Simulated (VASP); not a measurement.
Write the native input for VASP 6.6.1 that does the following.

```
Task                   : single point
Functional             : LDA
Potentials or basis    : VASP PAW LDA potentials, release 64 (Pt)
Cutoff                 : 520 eV
k mesh                 : 17 × 17 × 17
Occupations            : fermi-dirac, width 0.05 eV
Spin                   : no spin polarisation
Dipole correction      : no
Further INCAR settings : ALGO = Normal; EDIFF = 1e-07; NBANDS = 11
```

The structure of Pt lies in POSCAR:

```
Pt
1.0
    0.0000000000      1.8073616932      1.8073616932
    1.8073616932      0.0000000000      1.8073616932
    1.8073616932      1.8073616932      0.0000000000
Pt
1
Direct
    0.0000000000      0.0000000000      0.0000000000
```

This cell differs from its parent crystal: volume scaled by 0.8.

The input as run:

INCAR

```
ALGO = Normal
EDIFF = 1E-7
ENCUT = 520
GGA = CA
ISIF = 2
ISMEAR = -1
LASPH = T
LCHARG = F
LREAL = F
LWAVE = F
NBANDS = 11
NELM = 100
PREC = Accurate
SIGMA = 0.05
```

KPOINTS

```
k-points
0
Gamma
  17 17 17
```

Potentials or basis: VASP PAW LDA potentials, release 64 (Pt).

Launch:

```console
$ cat potpaw_LDA.64/Pt/POTCAR > POTCAR
$ mpirun -np 1 vasp_std > vasp.out
```

Results of the run:

```json
{
 "Pressure": "125.3 GPa",
 "Band gap on the k mesh": "zero (band 5 reaches 17.38 eV, above the bottom of band 6 at 14.01 eV)"
}
```

Caveat: spin-orbit coupling is left out, which moves the levels of the heavy elements.

It took 9.5 s on 1 thread of Intel Xeon 6975P-C, with other jobs on the host, peak memory 0.14 GiB.
